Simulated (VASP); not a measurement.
# ZnSe (F-43m) in VASP: notebook

Aim: see how the results for ZnSe move with the level of theory and the settings. Levels: r2SCAN, PBE. Tasks: single point.

Program: VASP 6.6.1. These are calculated values, not measurements. Logs are shortened: lines on timing, memory, paths and dates and some standing lists are left out, and cuts for length are marked.

## 1. The cell of the first run

The structure is cubic, space group F-43m (No. 216). The conventional cell has a = 5.721 Å, b = 5.721 Å, c = 5.721 Å, α = 90.00°, β = 90.00°, γ = 90.00°. Zn (site symmetry -43m) has 4 Se at 2.48 Å within 3.3 Å. Within 3.3 Å of Se (site symmetry -43m) lie 4 Zn at 2.48 Å.

## 2. Single point, r2SCAN (volume changed by +3%)

POSCAR

```
ZnSe
1.0
    0.0000000000      2.8604662746      2.8604662746
    2.8604662746      0.0000000000      2.8604662746
    2.8604662746      2.8604662746      0.0000000000
Zn Se
1 1
Direct
    0.0000000000      0.0000000000      0.0000000000
    0.2500000000      0.2500000000      0.2500000000
```

INCAR.step1

```
SYSTEM = ZnSe
PREC     = Accurate       ! precision mode
ENCUT    = 520            ! plane-wave cutoff, eV
ISMEAR   = 0              ! smearing method
SIGMA    = 0.01           ! smearing width, eV
LREAL    = .FALSE.        ! projectors in reciprocal space
LASPH    = .TRUE.         ! aspherical terms in the spheres
NELM     = 80             ! most SCF steps
NBANDS   = 16             ! bands
GGA      = PE             ! functional
ALGO     = Normal         ! electronic algorithm
EDIFF    = 1E-4           ! SCF threshold, eV
LWAVE    = .TRUE.         ! write WAVECAR
LCHARG   = .FALSE.        ! write CHGCAR
```

INCAR.step2

```
SYSTEM = ZnSe
PREC     = Accurate       ! precision mode
ENCUT    = 520            ! plane-wave cutoff, eV
EDIFF    = 1E-7           ! SCF threshold, eV
ISMEAR   = 0              ! smearing method
SIGMA    = 0.01           ! smearing width, eV
LREAL    = .FALSE.        ! projectors in reciprocal space
LASPH    = .TRUE.         ! aspherical terms in the spheres
NELM     = 80             ! most SCF steps
ALGO     = Normal         ! electronic algorithm
ISIF     = 2              ! what is computed and relaxed
LWAVE    = .FALSE.        ! write WAVECAR
LCHARG   = .TRUE.         ! write CHGCAR
METAGGA  = R2SCAN         ! meta-GGA
LMIXTAU  = .TRUE.       
LELF     = .TRUE.         ! ELF
LVHAR    = .TRUE.       
NBANDS   = 16             ! bands
ISTART   = 1
```

KPOINTS

```
Automatic mesh
0
G
  6 6 6
  0 0 0
```

Potentials or basis: VASP PAW PBE potentials, release 64 (Zn, Se).

Command:

```
$ cat potpaw_PBE.64/Zn/POTCAR potpaw_PBE.64/Se/POTCAR > POTCAR
$ cp INCAR.step1 INCAR
$ mpirun -np 1 vasp_std > vasp.out
$ cp INCAR.step2 INCAR
$ mpirun -np 1 vasp_std > vasp.out
```

OUTCAR:

```text
SYSTEM = ZnSe
   PREC = Accurate
   ENCUT = 520
   EDIFF = 1E-7
   ISMEAR = 0
   LREAL = .FALSE.
   LASPH = .TRUE.
   NELM = 80
   ISIF = 2
   METAGGA = R2SCAN
   ISTART = 1

 ion  position               nearest neighbor table
   1  0.000  0.000  0.000-   2 2.48   2 2.48   2 2.48   2 2.48
   2  0.250  0.250  0.250-   1 2.48   1 2.48   1 2.48   1 2.48

  LATTYP: Found a face centered cubic cell.
 ALAT       =     5.7209325492

  Lattice vectors:

 A1 = (   0.0000000000,   2.8604662746,   2.8604662746)
 A2 = (   2.8604662746,   0.0000000000,   2.8604662746)
 A3 = (   2.8604662746,   2.8604662746,   0.0000000000)

Analysis of symmetry for initial positions (statically):
=====================================================================
 Subroutine PRICEL returns:
 Original cell was already a primitive cell.

 Routine SETGRP: Setting up the symmetry group for a
 face centered cubic supercell.

 Subroutine GETGRP returns: Found 24 space group operations
 (whereof 24 operations were pure point group operations)
 out of a pool of 48 trial point group operations.

The static configuration has the point symmetry T_d .

Analysis of symmetry for dynamics (positions and initial velocities):
=====================================================================
 Subroutine PRICEL returns:
 Original cell was already a primitive cell.

 Routine SETGRP: Setting up the symmetry group for a
 face centered cubic supercell.

 Subroutine GETGRP returns: Found 24 space group operations
 (whereof 24 operations were pure point group operations)
 out of a pool of 48 trial point group operations.

The dynamic configuration has the point symmetry T_d .

 Subroutine INISYM returns: Found 24 space group operations
 (whereof 24 operations are pure point group operations),
 and found     1 'primitive' translations

----------------------------------------------------------------------------------------

                                     Primitive cell

  volume of cell :      46.8102

  direct lattice vectors                    reciprocal lattice vectors
     0.000000000  2.860466275  2.860466275    -0.174796677  0.174796677  0.174796677
     2.860466275  0.000000000  2.860466275     0.174796677 -0.174796677  0.174796677
     2.860466275  2.860466275  0.000000000     0.174796677  0.174796677 -0.174796677

  length of vectors
     4.045310200  4.045310200  4.045310200     0.302756726  0.302756726  0.302756726

  position of ions in fractional coordinates (direct lattice)
     0.000000000  0.000000000  0.000000000
     0.250000000  0.250000000  0.250000000

  ion indices of the primitive-cell ions
   primitive index   ion index
                 1           1
                 2           2

----------------------------------------------------------------------------------------

 KPOINTS: Automatic mesh

Automatic generation of k-mesh.
 Grid dimensions read from file:
 generate k-points for:    6    6    6

 Generating k-lattice:

  Cartesian coordinates                     Fractional coordinates (reciprocal lattice)
    -0.029132780  0.029132780  0.029132780     0.166666667  0.000000000  0.000000000
     0.029132780 -0.029132780  0.029132780     0.000000000  0.166666667  0.000000000
     0.029132780  0.029132780 -0.029132780     0.000000000  0.000000000  0.166666667

  Length of vectors
     0.050459454  0.050459454  0.050459454

  Shift w.r.t. Gamma in fractional coordinates (k-lattice)
     0.000000000  0.000000000  0.000000000

 Subroutine IBZKPT returns following result:
 ===========================================

 Found     16 irreducible k-points:

 Following reciprocal coordinates:
            Coordinates               Weight
  0.000000  0.000000  0.000000      1.000000
  0.166667  0.000000  0.000000      8.000000
  0.333333  0.000000  0.000000      8.000000
  0.500000  0.000000  0.000000      4.000000
  0.166667  0.166667  0.000000      6.000000
  0.333333  0.166667  0.000000     24.000000
[... 8 lines left out ...]
 -0.333333  0.333333  0.166667     24.000000
 -0.333333  0.500000  0.166667     12.000000
   k-points           NKPTS =     16   k-points in BZ     NKDIM =     16   number of bands    NBANDS=     16
   number of dos      NEDOS =    301   number of ions     NIONS =      2
   total plane-waves  NPLWV =  27000
   dimension x,y,z NGX =    30 NGY =   30 NGZ =   30
   dimension x,y,z NGXF=    60 NGYF=   60 NGZF=   60
   ions per type =               1   1
   NGX,Y,Z   is equivalent  to a cutoff of  12.33, 12.33, 12.33 a.u.
   NGXF,Y,Z  is equivalent  to a cutoff of  24.66, 24.66, 24.66 a.u.
 SYSTEM =  ZnSe
   PREC   = accura    normal or accurate (medium, high low for compatibility)
   ISTART =      1    job   : 0-new  1-cont  2-samecut
   ICHARG =      0    charge: 1-file 2-atom 10-const
   ISPIN  =      1    spin polarized calculation?
   LNONCOLLINEAR =      F non collinear calculations
   LSORBIT =      F    spin-orbit coupling
   LASPH  =      T    aspherical Exc in radial PAW
   ENCUT  =  520.0 eV  38.22 Ry    6.18 a.u.   7.52  7.52  7.52*2*pi/ulx,y,z
   NELM   =     80;   NELMIN=  2; NELMDL=  0     # of ELM steps
   EDIFF  = 0.1E-06   stopping-criterion for ELM
   LREAL  =      F    real-space projection
   EDIFFG = 0.1E-05   stopping-criterion for IOM
   NSW    =      0    number of steps for IOM
   IBRION =     -1    ionic relax: 0-MD 1-quasi-New 2-CG
   NFREE  =      0    steps in history (QN), initial steepest desc. (CG)
   ISIF   =      2    stress and relaxation
   ISYM   =      2    0-nonsym 1-usesym 2-fastsym
   POTIM  = 0.5000    time-step for ionic-motion
   TEBEG  =    0.0;   TEEND  =   0.0 temperature during run
   PSTRESS=    0.0 pullay stress
   NELECT =      18.0000    total number of electrons
   NUPDOWN=      -1.0000    fix difference up-down
   EMIN   =  10.00;   EMAX   =-10.00  energy-range for DOS
   EFERMI =   0.00;   METHOD = LEGACY
   ISMEAR =     0;   SIGMA  =   0.01  broadening in eV -4-tet -1-fermi 0-gaus
   EFERMI_NEDOS =   21; number of points for ismear=-14 and -15
   IALGO  =     38    algorithm
   IMIX   =      4    mixing-type and parameters
     AMIX     =   0.40;   BMIX     =  1.00
     AMIX_MAG =   1.60;   BMIX_MAG =  1.00
  volume/ion in A,a.u.               =      23.41       157.95
  Fermi-wavevector in a.u.,A,eV,Ry     =   1.190471  2.249664 19.282466  1.417221
  Thomas-Fermi vector in A             =   2.326555
   LORBIT       =      0    0 simple, 1 ext, 2 COOP (PROOUT), +10 PAW based schemes
   METAGGA = R2SCAN    functional components
   LHFCALC =     F    Hartree Fock is set to
   AEXX    =    0.0000 exact exchange contribution
   IVDW    =     0    specifies the selected vdW correction
   LEPSILON=     F    determine dielectric tensor
   LRPA    =     F    only Hartree local field effects (RPA)
 non-spin polarized calculation
 Gauss-broadening in eV      SIGMA  =   0.01
  energy-cutoff  :      520.00
  volume of cell :       46.81
 maximum number of plane-waves:      1283
   NGX = 15   NGY = 15   NGZ = 15

 number of electron      18.0000019 magnetization

 Free energy of the ion-electron system (eV)
  ---------------------------------------------------
  ext. energy  EPLUGINS =         0.00000000
  ---------------------------------------------------
  free energy    TOTEN  =       -24.89795033 eV

  energy without entropy =      -24.89795033  energy(sigma->0) =      -24.89795033

 E-fermi :   1.1041     XC(G=0):  -9.7825

 val. band max:        1.0627230374   @ k =   0.0000   0.0000   0.0000
 cond. band min:       2.8073035945   @ k =   0.0000   0.0000   0.0000
 fundamental gap:      1.7445805572
 Fermi energy:         1.1040834552

 k-point     1 :       0.0000    0.0000    0.0000
  band No.  band energies     occupation
      1     -12.4674      2.00000
      2      -5.5373      2.00000
      3      -5.5373      2.00000
      4      -5.5372      2.00000
      5      -5.1580      2.00000
      6      -5.1580      2.00000
[... 8 lines left out ...]
     15      13.0311      0.00000
     16      13.0311      0.00000

 k-point     2 :       0.1667    0.0000    0.0000
  band No.  band energies     occupation
      1     -12.2967      2.00000
      2      -5.5142      2.00000
      3      -5.5109      2.00000
      4      -5.5109      2.00000
      5      -5.1595      2.00000
      6      -5.1594      2.00000
[... 8 lines left out ...]
     15      12.0413      0.00000
     16      12.6398      0.00000

 k-point     3 :       0.3333    0.0000    0.0000
  band No.  band energies     occupation
      1     -11.9160      2.00000
      2      -5.4653      2.00000
      3      -5.4653      2.00000
      4      -5.3478      2.00000
      5      -5.1523      2.00000
      6      -5.1522      2.00000
[... 8 lines left out ...]
     15      12.6593      0.00000
     16      12.6593      0.00000

 k-point     4 :       0.5000    0.0000    0.0000
  band No.  band energies     occupation
      1     -11.7003      2.00000
      2      -5.4478      2.00000
      3      -5.4478      2.00000
      4      -5.1419      2.00000
      5      -5.1418      2.00000
      6      -5.0121      2.00000
[... 8 lines left out ...]
     15      14.7573      0.00000
     16      14.7574      0.00000

 k-point     5 :       0.1667    0.1667    0.0000
  band No.  band energies     occupation
      1     -12.2397      2.00000
      2      -5.5396      2.00000
      3      -5.4856      2.00000
      4      -5.4856      2.00000
      5      -5.1747      2.00000
      6      -5.1464      2.00000
[... 8 lines left out ...]
     15      13.4349      0.00000
     16      13.6462      0.00000

 k-point     6 :       0.3333    0.1667    0.0000
  band No.  band energies     occupation
      1     -11.9254      2.00000
      2      -5.4893      2.00000
      3      -5.4326      2.00000
      4      -5.4033      2.00000
      5      -5.1688      2.00000
      6      -5.1370      2.00000
[... 8 lines left out ...]
     15      13.8161      0.00000
     16      14.1827      0.00000
[... 115 lines left out ...]
 k-point    13 :       0.5000    0.5000    0.0000
  band No.  band energies     occupation
      1     -11.4399      2.00000
      2      -5.4646      2.00000
      3      -5.2888      2.00000
      4      -5.2888      2.00000
      5      -5.1116      2.00000
      6      -4.9884      2.00000
[... 8 lines left out ...]
     15      15.5686      0.00000
     16      16.0441      0.00000

 k-point    14 :       0.5000    0.3333    0.1667
  band No.  band energies     occupation
      1     -11.6521      2.00000
      2      -5.4330      2.00000
      3      -5.3955      2.00000
      4      -5.2865      2.00000
      5      -5.1419      2.00000
      6      -5.0960      2.00000
[... 8 lines left out ...]
     15      14.5515      0.00000
     16      15.9641      0.00000

 k-point    15 :      -0.3333    0.3333    0.1667
  band No.  band energies     occupation
      1     -11.5049      2.00000
      2      -5.4154      2.00000
      3      -5.3680      2.00000
      4      -5.1944      2.00000
      5      -5.1634      2.00000
      6      -4.9314      2.00000
[... 8 lines left out ...]
     15      14.7427      0.00000
     16      15.6483      0.00000

 k-point    16 :      -0.3333    0.5000    0.1667
  band No.  band energies     occupation
      1     -11.4364      2.00000
      2      -5.4192      2.00000
      3      -5.3218      2.00000
      4      -5.2421      2.00000
      5      -5.1441      2.00000
      6      -4.9058      2.00000
[... 8 lines left out ...]
     15      15.3593      0.00000
     16      15.8858      0.00000

------------------------ aborting loop because EDIFF is reached ----------------------------------------

  FORCE on cell =-STRESS in cart. coord.  units (eV):
  Direction    XX          YY          ZZ          XY          YZ          ZX
  --------------------------------------------------------------------------------------
  -------------------------------------------------------------------------------------
  Total       -0.4959647     -0.4959647     -0.4959647      0.0000000      0.0000000      0.0000000
  in kB      -16.9754343    -16.9754343    -16.9754343      0.0000000      0.0000000      0.0000000
  external PRESSURE =     -16.9754343 kB  Pullay stress =       0.0000000 kB

 VOLUME and BASIS-vectors are now :
 -----------------------------------------------------------------------------
  energy-cutoff  :      520.00
  volume of cell :       46.81
      direct lattice vectors                 reciprocal lattice vectors
     0.000000000  2.860466275  2.860466275    -0.174796677  0.174796677  0.174796677
     2.860466275  0.000000000  2.860466275     0.174796677 -0.174796677  0.174796677
     2.860466275  2.860466275  0.000000000     0.174796677  0.174796677 -0.174796677

 POSITION                                       TOTAL-FORCE (eV/Angst)
 -----------------------------------------------------------------------------------
      0.00000      0.00000      0.00000        -0.000000     -0.000000     -0.000000
      1.43023      1.43023      1.43023         0.000000      0.000000      0.000000
 -----------------------------------------------------------------------------------
    total drift:                                0.000017      0.000017      0.000017

  FREE ENERGIE OF THE ION-ELECTRON SYSTEM (eV)
  ---------------------------------------------------
  free  energy   TOTEN  =       -24.8979503313 eV

  energy  without entropy=      -24.8979503313  energy(sigma->0) =      -24.89795033
```

It took 38 s on 1 thread of Intel Xeon 6975P-C (Granite Rapids), shared host; peak memory 0.17 GiB.

What came out:

```
Free energy            : -24.8980 eV
Pressure               : -1.7 GPa
Band gap on the k mesh : 1.74 eV, direct
```

Levels at points of the mesh, in eV from the valence-band top:
```csv
k point,band 6,band 7,band 8,band 9,band 10,band 11,band 12,band 13
"(0.00, 0.00, 0.00)",-6.22,0.00,0.00,0.00,1.74,6.32,6.32,6.32
"(0.50, 0.00, 0.00)",-6.07,-5.12,-0.84,-0.84,3.00,6.87,6.87,8.98
"(0.50, 0.50, 0.00)",-6.05,-4.67,-2.13,-2.13,3.39,3.87,11.29,11.86
```

Caveat: the PAW data sets were made with another functional, which shifts forces and pressure a little.

(Continued in part 2 of 2.)
